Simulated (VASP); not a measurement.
A run of VASP 6.6.1 is set up as follows.

POSCAR

```
NaH
1.0
    3.3191587685     -0.0278809337      0.0000000000
   -1.6837249811      2.8884162795      0.0000000000
    0.0000000000      0.0000000000      5.8309537772
Na H
2 2
Direct
    0.0000000000      0.0000000000      0.0000000000
    0.0000000000      0.0000000000      0.5000000000
    0.3333333333      0.6666666667      0.2500000000
    0.6666666667      0.3333333333      0.7500000000
```

File INCAR.step1:

```
  PREC = Accurate
  ENCUT = 520
  ISMEAR = 0
  SIGMA = 0.01
  LREAL = False
  LASPH = True
  NELM = 100
  NBANDS = 16
  GGA = PE
  ALGO = Normal
  EDIFF = 1E-4
  LWAVE = True
  LCHARG = False
```

INCAR.step2

```
  PREC = Accurate
  ENCUT = 520
  EDIFF = 1E-6
  ISMEAR = 0
  SIGMA = 0.01
  LREAL = False
  LASPH = True
  NELM = 100
  ALGO = Normal
  ISIF = 2
  LWAVE = False
  LCHARG = False
  METAGGA = R2SCAN
  LMIXTAU = True
  NBANDS = 16
  ISTART = 1
```

File KPOINTS:

```
regular mesh
0
Gamma
  12 12 4
```

Potentials or basis: VASP PAW PBE potentials, release 64 (Na_pv, H).

Run with:

```bash
$ cat potpaw_PBE.64/Na_pv/POTCAR potpaw_PBE.64/H/POTCAR > POTCAR
$ cp INCAR.step1 INCAR
$ mpirun -np 1 vasp_std > vasp.out
$ cp INCAR.step2 INCAR
$ mpirun -np 1 vasp_std > vasp.out
```

What does it give for the band gap on the k mesh?

4.01 eV (least direct gap 5.05 eV).

Estimate the pressure.

-0.2 GPa.

Stress tensor (GPa, compression positive):
```
-0.28  0.37  0.00
 0.37 -0.28  0.00
 0.00  0.00 -0.12
```

Caveat: the cell differs from its parent crystal (shear xy strain -1.7%); the PAW data sets were made with another functional, which shifts forces and pressure a little. A k mesh can miss the band edges.
